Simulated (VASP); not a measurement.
BN, 4 atoms in the cell. It takes space group P6_3/mmc (No. 194, hexagonal). Conventional cell: a = 2.631 Å, b = 2.631 Å, c = 6.088 Å, α = 90.00°, β = 90.00°, γ = 120.00°. B (site symmetry -6m2) has 3 N at 1.52 Å within 2.0 Å. N (site symmetry -6m2) has 3 B at 1.52 Å within 2.0 Å.  This cell differs from its parent crystal: volume 9.125 Å^3 an atom, c/a of the conventional cell 2.3138.

```yaml
Program: VASP 6.6.1
Task: single point
Functional: LDA
Potentials_or_basis: VASP PAW LDA potentials, release 64 (B, N)
Cutoff: 520 eV
k_mesh: 12 × 12 × 4
Occupations: gaussian, width 0.05 eV
Spin: no spin polarisation
Dipole_correction: no
Further_INCAR_settings: ALGO = Normal; EDIFF = 1e-06; NBANDS = 16
```

Potentials or basis: VASP PAW LDA potentials, release 64 (B, N).

Launch:

```console
$ cat potpaw_LDA.64/B/POTCAR potpaw_LDA.64/N/POTCAR > POTCAR
$ mpirun -np 1 vasp_std > vasp.out
```

Hardware: 1 thread of Intel Xeon 8259CL, on a shared host.

Task: Estimate the wall time of this run.

Result: Wall time 41 s on 1 thread of Intel Xeon 8259CL, with other jobs on the host, peak memory 0.15 GiB. Counts: scf iterations 12, k points 57.
